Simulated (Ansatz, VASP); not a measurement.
**One calculation of AlN, two programs**

```
Al N
1.0
    -3.31348    0.00000    0.00000
     0.00000    0.00000   -4.18759
     0.00000   -5.73911    0.00000
Al N
4 4
Direct
  0.53332 0.22694 0.16667
  0.96668 0.22694 0.66667
  0.03332 0.72694 0.33333
  0.46668 0.72694 0.83333
  0.53210 0.79442 0.16667
  0.96790 0.79442 0.66667
  0.03210 0.29442 0.33333
  0.46790 0.29442 0.83333
```

Change from the starting cell: mode 4 frozen in at -0.110 Å and mode 5 at -0.186 Å (largest displacements).

Alike in both runs: task single point; functional PBE; k mesh 8 × 6 × 4; occupations gaussian, width 0.05 eV; no spin polarisation.

```csv
,VASP,Ansatz
version,VASP 6.6.1,Ansatz 0.2.0
potentials or method,"VASP PAW PBE potentials, release 64 (Al, N), cutoff 520 eV","scalar-relativistic, plane waves, PAW"
valence electrons in the cell,32,32
```

Ansatz gave:

```
gap on the k mesh at the Fermi level (eV)                     : 3.54
least direct gap on the mesh (eV)                             : 3.54
pressure (GPa)                                                : 7.1
traceless stress, the component that is largest in VASP (GPa) : 23.80
rms of the force components (eV/Å)                            : 0.923
```

Which values does VASP return?

gap on the k mesh at the Fermi level (eV): 3.55; least direct gap on the mesh (eV): 3.55; pressure (GPa): 6.9; traceless stress, the component that is largest in VASP (GPa): 24.00; rms of the force components (eV/Å): 0.926.

Atom by atom the forces differ by 0.003 eV/Å (rms over components).
